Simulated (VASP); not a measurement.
Input of a VASP 6.6.1 run:

The input INCAR:

```
ALGO = Normal ; EDIFF = 1E-7
ENCUT = 520 ; GGA = PE
ISIF = 2 ; ISMEAR = 0
ISPIN = 2 ; LASPH = True
LCHARG = False ; LORBIT = 11
LREAL = Auto ; LWAVE = False
MAGMOM = 0.1 0 0.1 0.1 0.1 0.1 0.1 0 0 0 0 0 0.1 0.1 0.1 0 0.1 ; NBANDS = 52
NELECT = 71.0 ; NELM = 150
PREC = Accurate ; SIGMA = 0.01
```

The input KPOINTS:

```
k-points
0
Gamma
  4 4 4
```

File POSCAR:

```
Al8N9
1.0
    0.0000000000      0.0000000000      5.0180433219
   -3.1302084199     -5.4216800216      0.0000000000
    6.2604168399      0.0000000000      0.0000000000
Al N
8 9
Direct
    0.4797879599      0.3266836633      0.1633418317
    0.5552730595      0.3333333333      0.6666666667
    0.4797879599      0.8366581683      0.1633418317
    0.4797879599      0.8366581683      0.6733163367
    1.0172042426      0.1578372800      0.8421627200
    1.0172042426      0.1578372800      0.3156745600
    1.0172042426      0.6843254400      0.8421627200
    0.9722636960      0.6666666667      0.3333333333
    0.8515182809      0.3487368651      0.1743684326
    0.9236084659      0.3333333333      0.6666666667
    0.8515182809      0.8256315674      0.1743684326
    0.8515182809      0.8256315674      0.6512631349
    0.4132677197      0.1801379137      0.8198620863
    0.4132677197      0.1801379137      0.3602758274
    0.4132677197      0.6397241726      0.8198620863
    0.3497348419      0.6666666667      0.3333333333
    0.1621186608      0.0000000000      0.0000000000
```

Potentials or basis: VASP PAW PBE potentials, release 64 (Al, N).

Launch:

```sh
$ cat potpaw_PBE.64/Al/POTCAR potpaw_PBE.64/N/POTCAR > POTCAR
$ mpirun -np 1 vasp_std > vasp.out
```

Task: Predict the net moment.

Result: 0.13 μB per cell.

Task: What does it give for the largest force?

Result: 0.019 eV/Å.

Task: What does it give for the site moments?

Result: Al -0.00, +0.00; N +0.01, -0.00, +0.00, +0.06 μB.

Forces on the atoms (eV/Å):
```
Al   0.000  0.003  0.005
Al   0.000  0.000 -0.011
Al  -0.003 -0.002  0.005
Al   0.003 -0.002  0.005
Al  -0.008 -0.005 -0.001
Al   0.008 -0.005 -0.001
Al   0.000  0.010 -0.001
Al   0.000  0.000  0.006
N    0.000  0.001 -0.001
N    0.000  0.000 -0.005
N   -0.001  0.000 -0.001
N    0.001  0.000 -0.001
N    0.007  0.004 -0.004
N   -0.007  0.004 -0.004
N    0.000 -0.008 -0.004
N    0.000  0.000 -0.009
N    0.000  0.000  0.019
```

Caveat: the cell carries a net charge on a neutralising background, which shifts energy and pressure.
